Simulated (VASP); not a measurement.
# Ag (Im-3m) in VASP: settings compared, part 2 of 2

VASP 6.6.1.

## Step 3: Single point, LDA

This run uses another cell than the first one, of 18.15 Å³/atom, 0.943 times its volume.

File INCAR:

```
PREC = Accurate
ENCUT = 520
EDIFF = 1E-6
ISMEAR = -1
SIGMA = 0.05
LREAL = F
LASPH = T
NELM = 60
ALGO = Normal
ISIF = 2
LWAVE = F
LCHARG = F
NBANDS = 12
```

File KPOINTS:

```
Automatic mesh
0
Gamma
  11 11 11
```

File POSCAR:

```
Ag
1.0
   -1.6556540000      1.6556540000      1.6556540000
    1.6556540000     -1.6556540000      1.6556540000
    1.6556540000      1.6556540000     -1.6556540000
Ag
1
Direct
    0.0000000000      0.0000000000      0.0000000000
```

Potentials or basis: VASP PAW LDA potentials, release 64 (Ag).

Started as:

```bash
cat potpaw_LDA.64/Ag/POTCAR > POTCAR
mpirun -np 1 vasp_std > vasp.out
```

OUTCAR:

```text
PREC = Accurate
   ENCUT = 520
   EDIFF = 1E-6
   ISMEAR = -1
   LREAL = F
   LASPH = T
   NELM = 60
   ISIF = 2

 ion  position               nearest neighbor table
   1  0.000  0.000  0.000-

  LATTYP: Found a body centered cubic cell.
 ALAT       =     3.3113080000

  Lattice vectors:

 A1 = (  -1.6556540000,   1.6556540000,   1.6556540000)
 A2 = (   1.6556540000,  -1.6556540000,   1.6556540000)
 A3 = (   1.6556540000,   1.6556540000,  -1.6556540000)

Analysis of symmetry for initial positions (statically):
[... 528 lines left out ...]
      4       3.9002      2.00000
      5       4.0093      2.00000
      6       9.9900      0.00000
      7      11.4064      0.00000
      8      15.7989      0.00000
      9      18.3036      0.00000
     10      29.3045      0.00000
     11      31.7474      0.00000
     12      33.1295      0.00000

 [... further k-points ...]
[... 5 lines left out ...]
  --------------------------------------------------------------------------------------
  -------------------------------------------------------------------------------------
  Total       -1.2855254     -1.2855254     -1.2855254     -0.0000000     -0.0000000     -0.0000000
  in kB     -113.4547058   -113.4547058   -113.4547058     -0.0000000     -0.0000000     -0.0000000
  external PRESSURE =    -113.4547058 kB  Pullay stress =       0.0000000 kB

 VOLUME and BASIS-vectors are now :
 -----------------------------------------------------------------------------
  energy-cutoff  :      520.00
  volume of cell :       18.15
      direct lattice vectors                 reciprocal lattice vectors
    -1.655654000  1.655654000  1.655654000     0.000000000  0.301995465  0.301995465
     1.655654000 -1.655654000  1.655654000     0.301995465  0.000000000  0.301995465
     1.655654000  1.655654000 -1.655654000     0.301995465  0.301995465  0.000000000

 POSITION                                       TOTAL-FORCE (eV/Angst)
 -----------------------------------------------------------------------------------
      0.00000      0.00000      0.00000         0.000000      0.000000      0.000000
 -----------------------------------------------------------------------------------
    total drift:                               -0.000000      0.000000      0.000000

  FREE ENERGIE OF THE ION-ELECTRON SYSTEM (eV)
  ---------------------------------------------------
  free  energy   TOTEN  =        -3.6717398760 eV

  energy  without entropy=       -3.6683006628  energy(sigma->0) =       -3.67002027
```

Wall time 4.2 s (1 thread of AMD EPYC 9R45 (Zen 5), shared host); peak memory 0.1 GiB.

What came out:

| Property | Result |
| --- | --- |
| Free energy | -3.6717 eV |
| Pressure | -11.3 GPa |

## Step 4: Single point, PBEsol

This run uses another cell than the first one, of 18.15 Å³/atom, 0.943 times its volume.

File INCAR:

```
ALGO = Normal
EDIFF = 1E-6
ENCUT = 520
GGA = PS
ISIF = 2
ISMEAR = -1
LASPH = True
LCHARG = True
LELF = True
LREAL = False
LVHAR = True
LWAVE = False
NBANDS = 12
NELM = 80
PREC = Accurate
SIGMA = 0.05
```

File KPOINTS:

```
k-points
0
Gamma
  8 8 8
```

POSCAR is that of step 3.

Potentials or basis: VASP PAW PBE potentials, release 64 (Ag).

Started as:

```bash
cat potpaw_PBE.64/Ag/POTCAR > POTCAR
mpirun -np 1 vasp_std > vasp.out
```

Run time: 4 s. Hardware: 1 thread of Intel Xeon Platinum 8559C (Emerald Rapids), shared host; peak memory 0.13 GiB.

The run converged. Its results:

- Free energy: -3.1926 eV
- Pressure: -7.4 GPa

Levels at points of the mesh, in eV from the Fermi level:
```tsv
k point	band 2	band 3	band 4	band 5	band 6	band 7	band 8	band 9
(0.00, 0.00, 0.00)	-4.80	-4.80	-4.80	-3.59	-3.59	17.58	17.58	17.58
(0.50, 0.00, 0.00)	-5.51	-3.64	-3.48	-2.68	-0.11	3.65	12.94	13.75
(0.50, 0.50, 0.50)	-6.09	-2.90	-2.90	-2.90	6.54	6.54	6.54	11.79
```

Caveat: the PAW data sets were made with another functional, which shifts forces and pressure a little.

## Step 5: Relaxation of cell and atoms, PBEsol, target pressure 20 GPa, at which the enthalpy is minimised

This run uses another cell than the first one, of 18.15 Å³/atom, 0.943 times its volume.

File INCAR:

```
PREC = Accurate
ENCUT = 600
EDIFF = 1E-6
ISMEAR = -1
SIGMA = 0.05
LREAL = False
LASPH = True
NELM = 100
ALGO = Normal
ISIF = 3
LWAVE = False
LCHARG = False
GGA = PS
IBRION = 2
NSW = 60
EDIFFG = -0.01
PSTRESS = 200.0
```

File KPOINTS:

```
regular mesh
0
Gamma
  11 11 11
```

POSCAR is that of step 4.

Started as:

```bash
cat potpaw_PBE.64/Ag/POTCAR > POTCAR
mpirun -np 1 vasp_std > vasp.out
```

Run time: 23 s. Hardware: 1 thread of Intel Xeon Platinum 8488C (Sapphire Rapids), shared host; peak memory 0.15 GiB.

It converged, with:

```
Free energy                                            : -3.1773 eV
Relaxed volume                                         : 14.83 Å³/atom
Relaxed cell                                           : a = 2.681 Å, b = 2.681 Å, c = 2.681 Å, α = 109.47°, β = 109.47°, γ = 109.47°
Space group after relaxing (to 0.05 Å)                 : Im-3m (No. 229)
Energy change on relaxing (the enthalpy is what falls) : +69.7 meV/atom
Ionic steps                                            : 6
Pressure after relaxing                                : 19.9 GPa
```

Step by step:
```
step  energy change (eV)  largest force (eV/Å)  pressure (GPa)  volume (Å³)
   1              0.0000                0.0000           -7.43        18.15
   2              1.6222                0.0000          146.65        11.15
   3              0.0451                0.0000           16.85        15.04
   4              0.0605                0.0000           18.69        14.91
   5              0.0722                0.0000           20.11        14.81
   6              0.0697                0.0000           19.89        14.83
```

Final structure:
```
Ag
1.0
    -1.54770    1.54770    1.54770
     1.54770   -1.54770    1.54770
     1.54770    1.54770   -1.54770
Ag
1
Direct
  0.00000 0.00000 0.00000
```

Levels at points of the mesh, in eV from the Fermi level:
```
           k point  band 3  band 4  band 5  band 6  band 7  band 8  band 9
(0.00, 0.00, 0.00)   -5.47   -5.47   -3.77   -3.77   18.39   18.39   18.39
```

Caveat: the cell is relaxed towards a set pressure, so the enthalpy falls and the energy may rise; the volume moved by over 15 % at a fixed basis, so the end points are rough; the PAW data sets were made with another functional, which shifts forces and pressure a little.

## Step 6: Relaxation of cell and atoms, PBEsol, target pressure 30 GPa, at which the enthalpy is minimised

This run uses another cell than the first one, of 18.15 Å³/atom, 0.943 times its volume.

File INCAR:

```
  PREC = Accurate
  ENCUT = 600
  EDIFF = 1E-6
  ISMEAR = -1
  SIGMA = 0.05
  LREAL = F
  LASPH = T
  NELM = 60
  ALGO = Fast
  ISIF = 3
  LWAVE = F
  LCHARG = F
  GGA = PS
  IBRION = 2
  NSW = 60
  EDIFFG = -0.01
  PSTRESS = 300.0
```

File KPOINTS:

```
Automatic mesh
0
Gamma
  11 11 11
```

POSCAR is that of step 5.

Potentials or basis: VASP PAW PBE potentials, release 64 (Ag).

Started as:

```bash
cat potpaw_PBE.64/Ag/POTCAR > POTCAR
mpirun -np 1 vasp_std > vasp.out
```

It took 49 s on 1 thread of Intel Xeon Platinum 8488C (Sapphire Rapids), shared host; peak memory 0.16 GiB.

It converged, with:

| Quantity | Value |
| --- | --- |
| Free energy | -3.0821 eV |
| Relaxed volume | 14.21 Å³/atom |
| Relaxed cell | a = 2.643 Å, b = 2.643 Å, c = 2.643 Å, α = 109.47°, β = 109.47°, γ = 109.47° |
| Space group after relaxing (to 0.05 Å) | Im-3m (No. 229) |
| Energy change on relaxing (the enthalpy is what falls) | +164.9 meV/atom |
| Ionic steps | 16 |
| Pressure after relaxing | 30.1 GPa |

Step by step:
| step | energy change (eV) | largest force (eV/Å) | pressure (GPa) | volume (Å³) |
| --- | --- | --- | --- | --- |
| 1 | 0.0000 | 0.0000 | -7.33 | 18.15 |
| 2 | 4.6289 | 0.0000 | 369.98 | 9.15 |
| 3 | 0.0918 | 0.0000 | 22.38 | 14.66 |
| 4 | 0.1251 | 0.0000 | 25.89 | 14.44 |
| 5 | 0.1676 | 0.0000 | 30.28 | 14.20 |
| 6 | 0.1541 | 0.0000 | 29.06 | 14.27 |
| 7 | 0.1547 | 0.0000 | 29.14 | 14.27 |
| 8 | 0.1563 | 0.0000 | 29.25 | 14.26 |
| 9 | 0.1563 | 0.0000 | 29.27 | 14.26 |
| 10 | 0.1564 | 0.0000 | 29.28 | 14.26 |
| 11 | 0.1565 | 0.0000 | 29.29 | 14.26 |
| 12 | 0.1568 | 0.0000 | 29.34 | 14.26 |
| 13 | 0.1573 | 0.0000 | 29.40 | 14.25 |
| 14 | 0.1584 | 0.0000 | 29.52 | 14.25 |
| 15 | 0.1606 | 0.0000 | 29.68 | 14.24 |
| 16 | 0.1649 | 0.0000 | 30.08 | 14.21 |

Final structure:
```
Ag
1.0
    -1.52600    1.52600    1.52600
     1.52600   -1.52600    1.52600
     1.52600    1.52600   -1.52600
Ag
1
Direct
  0.00000 0.00000 0.00000
```

Levels at points of the mesh, in eV from the Fermi level:
```
           k point  band 3  band 4  band 5  band 6  band 7  band 8  band 9
(0.00, 0.00, 0.00)   -5.69   -5.69   -3.88   -3.88   18.47   18.47   18.47
```

Caveat: the cell is relaxed towards a set pressure, so the enthalpy falls and the energy may rise; the volume moved by over 15 % at a fixed basis, so the end points are rough; the PAW data sets were made with another functional, which shifts forces and pressure a little.

## Step 7: Overview

```tsv
task	level	potentials or basis	cell	k mesh	cutoff (eV)	gap on the mesh (eV)	pressure (GPa)
single point	r2SCAN	VASP PAW PBE potentials, release 64 (Ag)	a = 2.924 Å, angles 109.5°, 1 atom	11 × 11 × 11	520	none	-7.6
single point	LDA	VASP PAW LDA potentials, release 64 (Ag)	a = 2.868 Å, angles 109.5°, 1 atom	11 × 11 × 11	520	none	-11.3
single point	PBEsol	VASP PAW PBE potentials, release 64 (Ag)	a = 2.868 Å, angles 109.5°, 1 atom	8 × 8 × 8	520	none	-7.4
relaxation of cell and atoms	PBEsol	VASP PAW PBE potentials, release 64 (Ag)	relaxed to 20 GPa from a = 2.868 Å, angles 109.5°, 1 atom	11 × 11 × 11	600	none	19.9
relaxation of cell and atoms	PBEsol	VASP PAW PBE potentials, release 64 (Ag)	relaxed to 30 GPa from a = 2.868 Å, angles 109.5°, 1 atom	11 × 11 × 11	600	none	30.1
```

Alike in all rows: no spin polarisation; smearing fermi-dirac 0.05 eV.

Caveats: the PAW data sets were made with another functional, which shifts forces and pressure a little (some runs); the cell is relaxed towards a set pressure, so the enthalpy falls and the energy may rise (some runs); the volume moved by over 15 % at a fixed basis, so the end points are rough (some runs).

Total energies depend on the potentials used, so only differences within one code and one set of settings carry meaning.
